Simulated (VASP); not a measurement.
# Cu in VASP: notebook

Cu is run at these levels: PBE; tasks: single point.

Program: VASP 6.6.1. These are calculated values, not measurements. Logs are shortened: lines on timing, memory, paths and dates and some standing lists are left out, and cuts for length are marked.

### 1 The cell of the first run

The cell holds a slab with vacuum, 5 atoms: a = 2.566 Å, b = 3.630 Å, c = 21.133 Å, α = 90.00°, β = 90.00°, γ = 90.00°.

### 2 Single point, PBE

Input file INCAR:

```
SYSTEM = Cu
PREC = Accurate
ENCUT = 520
EDIFF = 1E-7
ISMEAR = -1
SIGMA = 0.05
LREAL = .FALSE.
LASPH = .TRUE.
NELM = 100
ALGO = Normal
ISIF = 2
LWAVE = .FALSE.
LCHARG = .FALSE.
LDIPOL = .TRUE.
IDIPOL = 3
DIPOL = 0.5 0.5 0.500
GGA = PE
NBANDS = 36
```

Input file KPOINTS:

```
Automatic mesh
0
G
  16 11 1
  0 0 0
```

Input file POSCAR:

```
Cu
1.0
    2.5664536728      0.0000000000      0.0000000000
    0.0000000000      3.6295135912      0.0000000000
    0.0000000000      0.0000000000     21.1329000000
Cu
5
Direct
    0.0000000000      0.0000000000      0.3825828970
    0.5000000000      0.5000000000      0.4376865925
    0.0000000000      0.0000000000      0.4999999999
    0.5000000000      0.5000000000      0.5623134078
    0.0000000000      0.0000000000      0.6174171029
```

Potentials or basis: VASP PAW PBE potentials, release 64 (Cu).

On the command line:

```sh
$ cat potpaw_PBE.64/Cu/POTCAR > POTCAR
$ mpirun -np 1 vasp_std > vasp.out
```

OUTCAR:

```text
SYSTEM = Cu
   PREC = Accurate
   ENCUT = 520
   EDIFF = 1E-7
   ISMEAR = -1
   LREAL = .FALSE.
   LASPH = .TRUE.
   NELM = 100
   ISIF = 2
   GGA = PE

 ion  position               nearest neighbor table
   1  0.000  0.000  0.383-   3 2.48   2 2.51   2 2.51   2 2.51   2 2.51
   2  0.500  0.500  0.438-   1 2.51   1 2.51   1 2.51   1 2.51   3 2.58   3 2.58   3 2.58   3 2.58
                             4 2.63
   3  0.000  0.000  0.500-   1 2.48   5 2.48   2 2.58   2 2.58   2 2.58   2 2.58   4 2.58   4 2.58
                             4 2.58   4 2.58
   4  0.500  0.500  0.562-   5 2.51   5 2.51   5 2.51   5 2.51   3 2.58   3 2.58   3 2.58   3 2.58
                             2 2.63
   5  0.000  0.000  0.617-   3 2.48   4 2.51   4 2.51   4 2.51   4 2.51

  LATTYP: Found a simple orthorhombic cell.
 ALAT       =     2.5664536728
 B/A-ratio  =     1.4142135623
 C/A-ratio  =     8.2342807213

  Lattice vectors:

 A1 = (   2.5664536728,   0.0000000000,   0.0000000000)
 A2 = (   0.0000000000,   3.6295135912,   0.0000000000)
 A3 = (   0.0000000000,   0.0000000000,  21.1329000000)

Analysis of symmetry for initial positions (statically):
=====================================================================
 Subroutine PRICEL returns:
 Original cell was already a primitive cell.

 Routine SETGRP: Setting up the symmetry group for a
 simple orthorhombic supercell.

 Subroutine GETGRP returns: Found  8 space group operations
 (whereof  8 operations were pure point group operations)
 out of a pool of  8 trial point group operations.

The static configuration has the point symmetry D_2h.

Analysis of symmetry for dynamics (positions and initial velocities):
=====================================================================
 Subroutine PRICEL returns:
 Original cell was already a primitive cell.

 Routine SETGRP: Setting up the symmetry group for a
 simple orthorhombic supercell.

 Subroutine GETGRP returns: Found  8 space group operations
 (whereof  8 operations were pure point group operations)
 out of a pool of  8 trial point group operations.

The dynamic configuration has the point symmetry D_2h.

 Subroutine INISYM returns: Found  8 space group operations
 (whereof  8 operations are pure point group operations),
 and found     1 'primitive' translations

----------------------------------------------------------------------------------------

                                     Primitive cell

  volume of cell :     196.8525

  direct lattice vectors                    reciprocal lattice vectors
     2.566453673  0.000000000  0.000000000     0.389642724  0.000000000  0.000000000
     0.000000000  3.629513591  0.000000000     0.000000000  0.275519012  0.000000000
[... 104 lines left out ...]
   EMIN   =  10.00;   EMAX   =-10.00  energy-range for DOS
   EFERMI =   0.00;   METHOD = LEGACY
   ISMEAR =    -1;   SIGMA  =   0.05  broadening in eV -4-tet -1-fermi 0-gaus
   EFERMI_NEDOS =   21; number of points for ismear=-14 and -15
   IALGO  =     38    algorithm
   IMIX   =      4    mixing-type and parameters
     AMIX     =   0.40;   BMIX     =  1.00
     AMIX_MAG =   1.60;   BMIX_MAG =  1.00
  volume/ion in A,a.u.               =      39.37       265.69
  Fermi-wavevector in a.u.,A,eV,Ry     =   1.070242  2.022465 15.584363  1.145418
  Thomas-Fermi vector in A             =   2.205946
   LORBIT       =      0    0 simple, 1 ext, 2 COOP (PROOUT), +10 PAW based schemes
   GGA     = PE    functional components
   LHFCALC =     F    Hartree Fock is set to
   AEXX    =    0.0000 exact exchange contribution
   IVDW    =     0    specifies the selected vdW correction
   LEPSILON=     F    determine dielectric tensor
   LRPA    =     F    only Hartree local field effects (RPA)
 non-spin polarized calculation
  energy-cutoff  :      520.00
  volume of cell :      196.85
 maximum number of plane-waves:      5342
 NGX is ok and might be reduce to    20
   NGX =  9   NGY = 13   NGZ = 79

 number of electron      54.9999952 magnetization

 dipolmoment           0.000000      0.000000     -0.000000 electrons x Angstroem

 Free energy of the ion-electron system (eV)
  ---------------------------------------------------
  ext. energy  EPLUGINS =         0.00000000
  ---------------------------------------------------
  free energy    TOTEN  =       -16.86958279 eV

  energy without entropy =      -16.85158035  energy(sigma->0) =      -16.86058157

 E-fermi :  -0.7327     XC(G=0):  -4.7516

 val. band max:       -0.7339076084   @ k =   0.0625   0.4545   0.0000
 cond. band min:      -0.7317793034   @ k =   0.3125   0.0000   0.0000
 fundamental gap:      0.0021283049
 Fermi energy:        -0.7327242885

 k-point     1 :       0.0000    0.0000    0.0000
  band No.  band energies     occupation
      1      -9.2860      2.00000
      2      -7.3561      2.00000
      3      -5.2942      2.00000
      4      -5.0890      2.00000
      5      -4.6682      2.00000
      6      -4.6407      2.00000
[... 925 lines left out ...]
     35       6.3054      0.00000
     36       6.4801      0.00000

 [... further k-points ...]

------------------------ aborting loop because EDIFF is reached ----------------------------------------

 vacuum level on the upper side and lower side of the slab       (xc-potential included)        -0.071        -0.071

  FORCE on cell =-STRESS in cart. coord.  units (eV):
  Direction    XX          YY          ZZ          XY          YZ          ZX
  --------------------------------------------------------------------------------------
  -------------------------------------------------------------------------------------
  Total       -1.3804399     -1.3240557      0.1610494      0.0000000      0.0000000      0.0000000
  in kB      -11.2353633    -10.7764541      1.3107770      0.0000000      0.0000000      0.0000000
  external PRESSURE =      -6.9003468 kB  Pullay stress =       0.0000000 kB

 VOLUME and BASIS-vectors are now :
 -----------------------------------------------------------------------------
  energy-cutoff  :      520.00
  volume of cell :      196.85
      direct lattice vectors                 reciprocal lattice vectors
     2.566453673  0.000000000  0.000000000     0.389642724  0.000000000  0.000000000
     0.000000000  3.629513591  0.000000000     0.000000000  0.275519012  0.000000000
     0.000000000  0.000000000 21.132900000     0.000000000  0.000000000  0.047319582

 POSITION                                       TOTAL-FORCE (eV/Angst)
 -----------------------------------------------------------------------------------
      0.00000      0.00000      8.08509         0.000000     -0.000000     -0.037333
      1.28323      1.81476      9.24959         0.000000      0.000000     -0.003725
      0.00000      0.00000     10.56645         0.000000      0.000000      0.000000
      1.28323      1.81476     11.88331         0.000000      0.000000      0.003725
      0.00000      0.00000     13.04781         0.000000      0.000000      0.037333
 -----------------------------------------------------------------------------------
    total drift:                               -0.000000      0.000000     -0.000002

  FREE ENERGIE OF THE ION-ELECTRON SYSTEM (eV)
  ---------------------------------------------------
  free  energy   TOTEN  =       -16.8695827909 eV

  energy  without entropy=      -16.8515803508  energy(sigma->0) =      -16.86058157

 vacuum level on the upper side and lower side of the slab         3.559         3.559
```

stdout:

```text
POSCAR found type information on POSCAR Cu
 POSCAR found :  1 types and       5 ions
 scaLAPACK will be used
 LDA part: xc-table for (Slater+PW92), standard interpolation
 POSCAR, INCAR and KPOINTS ok, starting setup
 FFT: planning ... GRIDC
 FFT: planning ... GRID_SOFT
 FFT: planning ... GRID
 WAVECAR not read
 entering main loop
```

Run time: 7.9 min. Hardware: 1 thread of Intel Xeon Platinum 8488C (Sapphire Rapids), shared host; peak memory 0.45 GiB.

Results:

```
Free energy            : -16.8696 eV
Largest force          : 0.037 eV/Å
Band gap on the k mesh : zero (an odd number of electrons rules out a gap without spin polarisation)
```

Forces in eV/Å, atoms in the order of the input:
```
Cu   0.000  0.000 -0.037
Cu   0.000  0.000 -0.004
Cu   0.000  0.000  0.000
Cu   0.000  0.000  0.004
Cu   0.000  0.000  0.037
```

Levels at points of the mesh, in eV from the Fermi level:
```csv
k point,band 24,band 25,band 26,band 27,band 28,band 29,band 30,band 31,band 32,band 33
"(0.00, 0.00, 0.00)",-1.70,-1.59,-1.48,-1.40,-1.18,0.60,2.66,3.16,4.34,4.49
"(0.50, 0.00, 0.00)",-1.45,-1.41,-0.11,0.00,0.66,0.88,1.94,4.60,5.33,8.04
```

### 3 Single point, PBE

Input file INCAR:

```
ALGO     = Normal         # electronic algorithm
EDIFF    = 1E-6           # SCF threshold, eV
ENCUT    = 520            # plane-wave cutoff, eV
GGA      = PE             # functional
ISIF     = 2              # what is computed and relaxed
ISMEAR   = -1             # smearing method
LASPH    = True           # aspherical terms in the spheres
LCHARG   = True           # write CHGCAR
LELF     = True           # ELF
LREAL    = False          # projectors in reciprocal space
LVHAR    = True         
LWAVE    = False          # write WAVECAR
NBANDS   = 36             # bands
NELM     = 80             # most SCF steps
PREC     = Accurate       # precision mode
SIGMA    = 0.05           # smearing width, eV
```

Input file KPOINTS:

```
k-points
0
Gamma
  16 11 1
```

POSCAR is that of step 2.

Potentials or basis: VASP PAW PBE potentials, release 64 (Cu).

On the command line:

```sh
$ cat potpaw_PBE.64/Cu/POTCAR > POTCAR
$ mpirun -np 1 vasp_std > vasp.out
```

Run time: 7.3 min. Hardware: 1 thread of Intel Xeon Platinum 8488C (Sapphire Rapids), shared host; peak memory 0.45 GiB.

Results (log left out):

```
Free energy            : -16.8696 eV
Largest force          : 0.037 eV/Å
Band gap on the k mesh : zero (an odd number of electrons rules out a gap without spin polarisation)
```

Forces in eV/Å, atoms in the order of the input:
```
Cu   0.000  0.000 -0.037
Cu   0.000  0.000 -0.004
Cu   0.000  0.000  0.000
Cu   0.000  0.000  0.004
Cu   0.000  0.000  0.037
```

Levels at points of the mesh, in eV from the Fermi level:
```tsv
k point	band 25	band 26	band 27	band 28	band 29	band 30	band 31	band 32
(0.00, 0.00, 0.00)	-1.59	-1.48	-1.40	-1.18	0.60	2.66	3.16	4.34
(0.50, 0.00, 0.00)	-1.41	-0.11	0.00	0.66	0.88	1.94	4.60	5.33
```

Caveat: there is no dipole correction, which matters where the two faces differ.

### 4 Single point, PBE

Input file INCAR:

```
SYSTEM = Cu
PREC = Accurate
ENCUT = 520
EDIFF = 1E-6
ISMEAR = -1
SIGMA = 0.05
LREAL = .FALSE.
LASPH = .TRUE.
NELM = 100
ALGO = Normal
ISIF = 2
LWAVE = .FALSE.
LCHARG = .FALSE.
GGA = PE
NBANDS = 36
```

Input file KPOINTS:

```
Automatic mesh
0
G
  16 11 1
  0 0 0
```

Input file POSCAR:

```
Cu
1.0
    2.5664536728      0.0000000000      0.0000000000
    0.0000000000      3.6295135912      0.0000000000
    0.0000000000      0.0000000000     21.1329000000
Cu
5
Direct
    0.0000000000      0.0000000000      0.3825828990
    0.5000000000      0.5000000000      0.4376865909
    0.0000000000      0.0000000000      0.5000000000
    0.5000000000      0.5000000000      0.5623134094
    0.0000000000      0.0000000000      0.6174171006
```

On the command line:

```sh
$ cat potpaw_PBE.64/Cu/POTCAR > POTCAR
$ mpirun -np 1 vasp_std > vasp.out
```

Wall time 6.9 min (1 thread of Oxide Virtual Turin-like, shared host); peak memory 0.42 GiB.

The run converged. Its results:

```
Free energy            : -16.8696 eV
Largest force          : 0.037 eV/Å
Band gap on the k mesh : zero (an odd number of electrons rules out a gap without spin polarisation)
```

Forces on the atoms (eV/Å):
```
Cu   0.000  0.000 -0.037
Cu   0.000  0.000 -0.004
Cu   0.000  0.000  0.000
Cu   0.000  0.000  0.004
Cu   0.000  0.000  0.037
```

Levels at points of the mesh, in eV from the Fermi level:
```tsv
k point	band 24	band 25	band 26	band 27	band 28	band 29	band 30	band 31	band 32	band 33
(0.00, 0.00, 0.00)	-1.70	-1.59	-1.48	-1.40	-1.18	0.60	2.66	3.16	4.34	4.49
(0.50, 0.00, 0.00)	-1.45	-1.41	-0.11	0.00	0.66	0.88	1.94	4.60	5.33	8.04
```

Caveat: there is no dipole correction, which matters where the two faces differ.

### 5 Single point, PBE

This run uses another cell than the first one.

Input file INCAR:

```
SYSTEM = Cu
ALGO = Normal
DIPOL = 0.5 0.5 0.500
EDIFF = 1E-6
ENCUT = 520
GGA = PE
IDIPOL = 3
ISIF = 2
ISMEAR = -1
LASPH = .TRUE.
LCHARG = .FALSE.
LDIPOL = .TRUE.
LREAL = .FALSE.
LWAVE = .FALSE.
NBANDS = 36
NELM = 60
PREC = Accurate
SIGMA = 0.05
```

Input file KPOINTS:

```
k-points
0
G
  16 11 1
  0 0 0
```

Input file POSCAR:

```
Cu
1.0
    2.5664536728      0.0000000000      0.0000000000
    0.0000000000      3.6295135912      0.0000000000
    0.0000000000      0.0000000000     26.9627000000
Cu
5
Direct
    0.0000000000      0.0000000000      0.4079704982
    0.5000000000      0.5000000000      0.4511598230
    0.0000000000      0.0000000000      0.5000000002
    0.5000000000      0.5000000000      0.5488401775
    0.0000000000      0.0000000000      0.5920295018
```

Potentials or basis: VASP PAW PBE potentials, release 64 (Cu).

On the command line:

```sh
$ cat potpaw_PBE.64/Cu/POTCAR > POTCAR
$ mpirun -np 1 vasp_std > vasp.out
```

OUTCAR:

```text
SYSTEM = Cu
   EDIFF = 1E-6
   ENCUT = 520
   GGA = PE
   ISIF = 2
   ISMEAR = -1
   LASPH = .TRUE.
   LREAL = .FALSE.
   NELM = 60
   PREC = Accurate

 ion  position               nearest neighbor table
   1  0.000  0.000  0.408-   3 2.48   2 2.51   2 2.51   2 2.51   2 2.51
   2  0.500  0.500  0.451-   1 2.51   1 2.51   1 2.51   1 2.51   3 2.58   3 2.58   3 2.58   3 2.58
                             4 2.63
   3  0.000  0.000  0.500-   5 2.48   1 2.48   2 2.58   2 2.58   2 2.58   2 2.58   4 2.58   4 2.58
                             4 2.58   4 2.58
   4  0.500  0.500  0.549-   5 2.51   5 2.51   5 2.51   5 2.51   3 2.58   3 2.58   3 2.58   3 2.58
                             2 2.63
   5  0.000  0.000  0.592-   3 2.48   4 2.51   4 2.51   4 2.51   4 2.51

[... 1146 lines left out ...]
  Total       -1.3843111     -1.3275785      0.1532940      0.0000000      0.0000000      0.0000000
  in kB       -8.8307796     -8.4688716      0.9778908      0.0000000      0.0000000      0.0000000
  external PRESSURE =      -5.4405868 kB  Pullay stress =       0.0000000 kB

 VOLUME and BASIS-vectors are now :
 -----------------------------------------------------------------------------
  energy-cutoff  :      520.00
  volume of cell :      251.16
      direct lattice vectors                 reciprocal lattice vectors
     2.566453673  0.000000000  0.000000000     0.389642724  0.000000000  0.000000000
     0.000000000  3.629513591  0.000000000     0.000000000  0.275519012  0.000000000
     0.000000000  0.000000000 26.962700000     0.000000000  0.000000000  0.037088274

 POSITION                                       TOTAL-FORCE (eV/Angst)
 -----------------------------------------------------------------------------------
      0.00000      0.00000     10.99999         0.000000      0.000000     -0.035720
      1.28323      1.81476     12.16449        -0.000000      0.000000     -0.002273
      0.00000      0.00000     13.48135         0.000000      0.000000      0.000000
      1.28323      1.81476     14.79821         0.000000      0.000000      0.002273
      0.00000      0.00000     15.96271         0.000000      0.000000      0.035720
 -----------------------------------------------------------------------------------
    total drift:                               -0.000000      0.000000     -0.000015

  FREE ENERGIE OF THE ION-ELECTRON SYSTEM (eV)
  ---------------------------------------------------
  free  energy   TOTEN  =       -16.8704699233 eV

  energy  without entropy=      -16.8524675447  energy(sigma->0) =      -16.86146873

 vacuum level on the upper side and lower side of the slab         2.780         2.780
```

stdout:

```text
POSCAR found type information on POSCAR Cu
 POSCAR found :  1 types and       5 ions
 scaLAPACK will be used
 LDA part: xc-table for (Slater+PW92), standard interpolation
 POSCAR, INCAR and KPOINTS ok, starting setup
 FFT: planning ... GRIDC
 FFT: planning ... GRID_SOFT
 FFT: planning ... GRID
 WAVECAR not read
 entering main loop
```

It took 10 min on 1 thread of Oxide Virtual Turin-like, shared host; peak memory 0.52 GiB.

What came out:

* Free energy: -16.8705 eV
* Largest force: 0.036 eV/Å
* Band gap on the k mesh: zero (an odd number of electrons rules out a gap without spin polarisation)

Forces on the atoms (eV/Å):
```
Cu   0.000  0.000 -0.036
Cu   0.000  0.000 -0.002
Cu   0.000  0.000  0.000
Cu   0.000  0.000  0.002
Cu   0.000  0.000  0.036
```

### 6 Overview

| cell | dipole correction | gap on the mesh (eV) | largest force (eV/Å) |
| --- | --- | --- | --- |
| a = 2.566, b = 3.630, c = 21.133 Å, 5 atoms | yes | none | 0.04 |
| a = 2.566, b = 3.630, c = 21.133 Å, 5 atoms | no | none | 0.04 |
| a = 2.566, b = 3.630, c = 26.963 Å, 5 atoms | yes | none | 0.04 |

Alike in all rows: task single point; level PBE; potentials or basis VASP PAW PBE potentials, release 64 (Cu); no spin polarisation; k mesh 16 × 11 × 1; cutoff (eV) 520; smearing fermi-dirac 0.05 eV.

Caveats: there is no dipole correction, which matters where the two faces differ (at least some runs).

Absolute energies hang on the potentials; compare differences alone.
